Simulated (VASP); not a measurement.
A run of VASP 6.6.1:

Contents of INCAR:

```
SYSTEM = SnGe2
ALGO = Normal ; EDIFF = 1E-6
ENCUT = 520 ; GGA = PE
ISIF = 2 ; ISMEAR = -1
LASPH = .TRUE. ; LCHARG = .FALSE.
LREAL = .FALSE. ; LWAVE = .FALSE.
NBANDS = 28 ; NELM = 100
PREC = Accurate ; SIGMA = 0.15
```

KPOINTS

```
k-points
0
G
  12 12 12
  0 0 0
```

The input POSCAR:

```
SnGe2
1.0
    0.0000000000      3.1226511417      3.1226511417
    3.1226511417      0.0000000000      3.1226511417
    3.1226511417      3.1226511417      0.0000000000
Sn Ge
1 2
Direct
    0.0000000000      0.0000000000      0.0000000000
    0.7500000000      0.7500000000      0.7500000000
    0.2500000000      0.2500000000      0.2500000000
```

Potentials or basis: VASP PAW PBE potentials, release 64 (Sn_d, Ge_d).

The run is started by

```sh
$ cat potpaw_PBE.64/Sn_d/POTCAR potpaw_PBE.64/Ge_d/POTCAR > POTCAR
$ mpirun -np 1 vasp_std > vasp.out
```

Hardware: 1 thread of Intel(R) Xeon(R) Platinum 8488C (Sapphire Rapids), on a shared host.

Problem. How long does it take, and how much memory?

Solution. It took 60 s on 1 thread of Intel(R) Xeon(R) Platinum 8488C (Sapphire Rapids), on a shared host, peak memory 0.27 GiB. Counts: scf iterations 12, k points 72.
